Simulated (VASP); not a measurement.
# NaCl (Fm-3m) in VASP: dielectric tensor with PBE

Aim: the dielectric tensor of NaCl with PBE.

Everything below comes from runs of VASP 6.6.1. Logs are shortened: lines on timing, memory, paths and dates and some standing lists are left out, and cuts for length are marked.

**1. The cell of the first run**

Symmetry: Fm-3m, No. 225, cubic system. The conventional cell has a = 5.620 Å, b = 5.620 Å, c = 5.620 Å, α = 90.00°, β = 90.00°, γ = 90.00°. Na (site symmetry m-3m) has 6 Cl at 2.81 Å within 3.7 Å. Cl (site symmetry m-3m) has 6 Na at 2.81 Å within 3.7 Å.

**2. Dielectric tensor, PBE**

INCAR

```
SYSTEM = NaCl
PREC     = Accurate       ! precision mode
ENCUT    = 520            ! plane-wave cutoff, eV
EDIFF    = 1E-8           ! SCF threshold, eV
ISMEAR   = 0              ! smearing method
SIGMA    = 0.01           ! smearing width, eV
LREAL    = .FALSE.        ! projectors in reciprocal space
LASPH    = .TRUE.         ! aspherical terms in the spheres
NELM     = 100            ! most SCF steps
ALGO     = Normal         ! electronic algorithm
ISIF     = 2              ! what is computed and relaxed
LWAVE    = .FALSE.        ! write WAVECAR
LCHARG   = .FALSE.        ! write CHGCAR
GGA      = PE             ! functional
LEPSILON = .TRUE.         ! dielectric tensor by DFPT
```

KPOINTS

```
regular mesh
0
G
  5 5 5
  0 0 0
```

POSCAR

```
NaCl
1.0
    0.0000000000      2.8100000000      2.8100000000
    2.8100000000      0.0000000000      2.8100000000
    2.8100000000      2.8100000000      0.0000000000
Na Cl
1 1
Direct
    0.0000000000      0.0000000000      0.0000000000
    0.5000000000      0.5000000000      0.5000000000
```

Potentials or basis: VASP PAW PBE potentials, release 64 (Na_pv, Cl).

Run with:

```bash
$ cat potpaw_PBE.64/Na_pv/POTCAR potpaw_PBE.64/Cl/POTCAR > POTCAR
$ mpirun -np 1 vasp_std > vasp.out
```

OUTCAR:

```text
SYSTEM = NaCl
   PREC = Accurate
   ENCUT = 520
   EDIFF = 1E-8
   ISMEAR = 0
   LREAL = .FALSE.
   LASPH = .TRUE.
   NELM = 100
   ISIF = 2
   GGA = PE
   LEPSILON = .TRUE.

 ion  position               nearest neighbor table
   1  0.000  0.000  0.000-
   2  0.500  0.500  0.500-

  LATTYP: Found a face centered cubic cell.
 ALAT       =     5.6200000000

  Lattice vectors:

 A1 = (   0.0000000000,   2.8100000000,   2.8100000000)
 A2 = (   2.8100000000,   0.0000000000,   2.8100000000)
 A3 = (   2.8100000000,   2.8100000000,   0.0000000000)

Analysis of symmetry for initial positions (statically):
=====================================================================
 Subroutine PRICEL returns:
 Original cell was already a primitive cell.

 Routine SETGRP: Setting up the symmetry group for a
 face centered cubic supercell.

 Subroutine GETGRP returns: Found 48 space group operations
 (whereof 48 operations were pure point group operations)
 out of a pool of 48 trial point group operations.

The static configuration has the point symmetry O_h .

Analysis of symmetry for dynamics (positions and initial velocities):
=====================================================================
 Subroutine PRICEL returns:
 Original cell was already a primitive cell.

 Routine SETGRP: Setting up the symmetry group for a
 face centered cubic supercell.

 Subroutine GETGRP returns: Found 48 space group operations
 (whereof 48 operations were pure point group operations)
 out of a pool of 48 trial point group operations.

The dynamic configuration has the point symmetry O_h .

 Subroutine INISYM returns: Found 48 space group operations
 (whereof 48 operations are pure point group operations),
 and found     1 'primitive' translations

----------------------------------------------------------------------------------------

                                     Primitive cell

  volume of cell :      44.3761

  direct lattice vectors                    reciprocal lattice vectors
     0.000000000  2.810000000  2.810000000    -0.177935943  0.177935943  0.177935943
     2.810000000  0.000000000  2.810000000     0.177935943 -0.177935943  0.177935943
     2.810000000  2.810000000  0.000000000     0.177935943  0.177935943 -0.177935943

  length of vectors
     3.973940110  3.973940110  3.973940110     0.308194094  0.308194094  0.308194094

  position of ions in fractional coordinates (direct lattice)
     0.000000000  0.000000000  0.000000000
     0.500000000  0.500000000  0.500000000

  ion indices of the primitive-cell ions
   primitive index   ion index
                 1           1
                 2           2

----------------------------------------------------------------------------------------

 KPOINTS: regular mesh

Automatic generation of k-mesh.
 Grid dimensions read from file:
 generate k-points for:    5    5    5

 Generating k-lattice:

  Cartesian coordinates                     Fractional coordinates (reciprocal lattice)
    -0.035587189  0.035587189  0.035587189     0.200000000  0.000000000  0.000000000
     0.035587189 -0.035587189  0.035587189     0.000000000  0.200000000  0.000000000
     0.035587189  0.035587189 -0.035587189     0.000000000  0.000000000  0.200000000

  Length of vectors
     0.061638819  0.061638819  0.061638819

  Shift w.r.t. Gamma in fractional coordinates (k-lattice)
     0.000000000  0.000000000  0.000000000

 Subroutine IBZKPT returns following result:
 ===========================================

 Found     10 irreducible k-points:

[... 57 lines left out ...]
   AEXX    =    0.0000 exact exchange contribution
   IVDW    =     0    specifies the selected vdW correction
   LEPSILON=     T    determine dielectric tensor
   LRPA    =     F    only Hartree local field effects (RPA)
 non-spin polarized calculation
 Gauss-broadening in eV      SIGMA  =   0.01
  energy-cutoff  :      520.00
  volume of cell :       44.38
 maximum number of plane-waves:      1243
 NGX is ok and might be reduce to    30
   NGX = 15   NGY = 15   NGZ = 15

--------------------------------------- Ionic step        1  -------------------------------------------

 number of electron      14.0000000 magnetization

 E-fermi :  -0.6172     XC(G=0):  -8.2115

 val. band max:       -0.6694625121   @ k =   0.0000   0.0000   0.0000
 cond. band min:       4.4793770603   @ k =   0.0000   0.0000   0.0000
 fundamental gap:      5.1488395724
 Fermi energy:        -0.6171727250

 k-point     1 :       0.0000    0.0000    0.0000
  band No.  band energies     occupation
      1     -21.4675      2.00000
      2     -21.4675      2.00000
      3     -21.4675      2.00000
      4     -13.3522      2.00000
      5      -0.6695      2.00000
      6      -0.6695      2.00000
      7      -0.6695      2.00000
      8       4.4794      0.00000
      9      10.4620      0.00000
     10      10.4620      0.00000
     11      10.4620      0.00000
[... 113 lines left out ...]
 k-point    10 :      -0.4000    0.4000    0.2000
  band No.  band energies     occupation
      1     -21.4867      2.00000
      2     -21.4793      2.00000
      3     -21.4747      2.00000
      4     -12.9600      2.00000
      5      -2.1158      2.00000
      6      -1.6382      2.00000
      7      -1.2606      2.00000
      8       8.1710      0.00000
      9       8.6364      0.00000
     10       9.0110      0.00000
     11      11.4786      0.00000

  FORCE on cell =-STRESS in cart. coord.  units (eV):
  Direction    XX          YY          ZZ          XY          YZ          ZX
  --------------------------------------------------------------------------------------
  -------------------------------------------------------------------------------------
  Total        0.2815252      0.2815252      0.2815252     -0.0000000     -0.0000000      0.0000000
  in kB       10.1643347     10.1643347     10.1643347     -0.0000000     -0.0000000      0.0000000
  external PRESSURE =      10.1643347 kB  Pullay stress =       0.0000000 kB

 VOLUME and BASIS-vectors are now :
 -----------------------------------------------------------------------------
  energy-cutoff  :      520.00
  volume of cell :       44.38
      direct lattice vectors                 reciprocal lattice vectors
     0.000000000  2.810000000  2.810000000    -0.177935943  0.177935943  0.177935943
     2.810000000  0.000000000  2.810000000     0.177935943 -0.177935943  0.177935943
     2.810000000  2.810000000  0.000000000     0.177935943  0.177935943 -0.177935943

 POSITION                                       TOTAL-FORCE (eV/Angst)
 -----------------------------------------------------------------------------------
      0.00000      0.00000      0.00000         0.000000      0.000000      0.000000
      2.81000      2.81000      2.81000        -0.000000     -0.000000     -0.000000
 -----------------------------------------------------------------------------------
    total drift:                               -0.000000      0.000000      0.000000

  FREE ENERGIE OF THE ION-ELECTRON SYSTEM (eV)
  ---------------------------------------------------
  free  energy   TOTEN  =        -6.7717560753 eV

  energy  without entropy=       -6.7717560753  energy(sigma->0) =       -6.77175608

 HEAD OF MICROSCOPIC STATIC DIELECTRIC TENSOR (INDEPENDENT PARTICLE, excluding Hartree and local field effects)
 ------------------------------------------------------
           2.764734    -0.000000    -0.000000
          -0.000000     2.764734    -0.000000
          -0.000000     0.000000     2.764734
 ------------------------------------------------------

 Free energy of the ion-electron system (eV)
  ---------------------------------------------------
  ---------------------------------------------------
  free energy    TOTEN  =        -0.21174212 eV

  energy without entropy =       -0.21174212

------------------------ aborting loop because EDIFF is reached ----------------------------------------

--------------------------------------- Ionic step        2  -------------------------------------------

------------------------ aborting loop because EDIFF is reached ----------------------------------------

--------------------------------------- Ionic step        3  -------------------------------------------

 Free energy of the ion-electron system (eV)
  ---------------------------------------------------
  ---------------------------------------------------
  free energy    TOTEN  =        -0.21174208 eV

  energy without entropy =       -0.21174208

------------------------ aborting loop because EDIFF is reached ----------------------------------------

 PIEZOELECTRIC TENSOR FIELD DIRECTION 3  (e Angst)
 -----------------------------------------------------------------------------
    -0.00009  0.00000  0.00000           (  0.00000  0.00000  0.00000)
     0.00000 -0.00009 -0.00000           (  0.00000  0.00000  0.00000)
     0.00000  0.00000 -0.00047           (  0.00000  0.00000 -0.00000)

 PIEZOELECTRIC TENSOR FIELD DIRECTION 3  (C/m^2)
 -----------------------------------------------------------------------------
    -0.00003  0.00000  0.00000
     0.00000 -0.00003 -0.00000
     0.00000  0.00000 -0.00017

 MACROSCOPIC STATIC DIELECTRIC TENSOR (including local field effects in DFT)
 ------------------------------------------------------
           2.518621     0.000000    -0.000000
           0.000000     2.518621     0.000000
           0.000000     0.000000     2.518621
 ------------------------------------------------------

 PIEZOELECTRIC TENSOR (including local field effects)  for field in x, y, z        (e  Angst)
          XX          YY          ZZ          XY          YZ          ZX
  --------------------------------------------------------------------------------
  x     0.00000     0.00000     0.00000     0.00000     0.00000     0.00000
  y     0.00000     0.00000     0.00000     0.00000     0.00000     0.00000
  z     0.00000     0.00000     0.00000     0.00000     0.00000     0.00000

 PIEZOELECTRIC TENSOR (including local field effects)  for field in x, y, z        (C/m^2)
          XX          YY          ZZ          XY          YZ          ZX
  --------------------------------------------------------------------------------
  x     0.00000     0.00000     0.00000     0.00000     0.00000     0.00000
  y     0.00000     0.00000     0.00000     0.00000     0.00000     0.00000
  z     0.00000     0.00000     0.00000     0.00000     0.00000     0.00000

 BORN EFFECTIVE CHARGES (including local field effects) (in |e|, cummulative output)
 ---------------------------------------------------------------------------------
 ion    1
    1     1.09590     0.00000     0.00000
    2     0.00000     1.09590     0.00000
    3     0.00000     0.00000     1.09590
 ion    2
    1    -1.09590     0.00000     0.00000
    2     0.00000    -1.09590     0.00000
    3     0.00000     0.00000    -1.09590
```

Wall time 2.5 min (1 thread of Intel Xeon 8259CL, shared host); peak memory 0.18 GiB.

What came out:

- Band gap on the k mesh: 5.15 eV, direct
- Electronic dielectric tensor (diagonal): 2.52
- Born charges (mean of the diagonal): Na +1.10; Cl -1.10 e

Electronic dielectric tensor:
```
2.52 0.00 0.00
0.00 2.52 0.00
0.00 0.00 2.52
```

Born effective charge tensors (e):
atom 1, Na
```
1.10 0.00 0.00
0.00 1.10 0.00
0.00 0.00 1.10
```
atom 2, Cl
```
-1.10  0.00  0.00
 0.00 -1.10  0.00
 0.00  0.00 -1.10
```
